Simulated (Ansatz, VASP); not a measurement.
## One calculation of Al4Ir, two programs

File INCAR:

```
  PREC = Accurate
  ENCUT = 520
  EDIFF = 1E-6
  ISMEAR = 0
  SIGMA = 0.2
  LREAL = False
  LASPH = True
  NELM = 60
  ALGO = Normal
  ISIF = 2
  LWAVE = False
  LCHARG = False
  GGA = PE
  NBANDS = 32
```

Contents of KPOINTS:

```
regular mesh
0
Gamma
  4 3 3
```

Contents of POSCAR:

```
Al4Ir
1.0
    0.0000000000      0.0000000000      5.2678898444
    7.6537236493      0.0000000000      0.0000000000
   -3.8268618246      6.6283191139      0.0000000000
Al Ir
8 2
Direct
    0.5000000000      0.5000000000      0.5000000000
    0.5000000000      0.5000000000      0.0000000000
    0.5000000000      0.0000000000      0.5000000000
    0.0000000000      0.5000000000      0.5000000000
    0.0000000000      0.5000000000      0.0000000000
    0.0000000000      0.0000000000      0.5000000000
    0.7500000000      0.3333333333      0.6666666667
    0.2500000000      0.6666666667      0.3333333333
    0.2500000000      0.3333333333      0.6666666667
    0.7500000000      0.6666666667      0.3333333333
```

Input for Ansatz:

```yaml
crystal:
  lattice:
    - [0.0, 0.0, 5.2678898444]
    - [7.6537236493, 0.0, 0.0]
    - [-3.8268618246, 6.6283191139, 0.0]
  atoms:
    - { symbol: Al, position: [0.5, 0.5, 0.5] }
    - { symbol: Al, position: [0.5, 0.5, 0.0] }
    - { symbol: Al, position: [0.5, 0.0, 0.5] }
    - { symbol: Al, position: [0.0, 0.5, 0.5] }
    - { symbol: Al, position: [0.0, 0.5, 0.0] }
    - { symbol: Al, position: [0.0, 0.0, 0.5] }
    - { symbol: Al, position: [0.75, 0.3333333333, 0.6666666667] }
    - { symbol: Al, position: [0.25, 0.6666666667, 0.3333333333] }
    - { symbol: Ir, position: [0.25, 0.3333333333, 0.6666666667] }
    - { symbol: Ir, position: [0.75, 0.6666666667, 0.3333333333] }
basis:
  ecutwfc: 420
kpoints:
  mp_grid: { grid: [4, 3, 3] }
hamiltonian:
  xc: pbe
scf:
  occupations: { method: gaussian, width: 0.2 }
  lower_state_search: "off"
output:
  forces: true
  stress: true
  eigenvalues: true
```

Alike in both runs: task single point; functional PBE; k mesh 4 × 3 × 3; occupations gaussian, width 0.2 eV; no spin polarisation.

```csv
,VASP,Ansatz
version,VASP 6.6.1,Ansatz 0.2.0
potentials or method,"VASP PAW PBE potentials, release 64 (Al, Ir), cutoff 520 eV","scalar-relativistic, plane waves, PAW"
valence electrons in the cell,42,58
```

Ansatz gave:

- gap on the k mesh at the Fermi level (eV): none
- pressure (GPa): 0.0

**Question.** What did VASP give for the same quantities?

**Answer.** gap on the k mesh at the Fermi level (eV): none; pressure (GPa): -0.1.

A gap of «none» marks a metal or a gap that the smearing closes. The functional is the same, so the differences come from potentials, cutoffs and numerics. VASP's potentials hold 42 valence electrons a cell and Ansatz's 58, so a difference there can come from the potentials and not from the codes.

Spin-orbit coupling is off throughout.
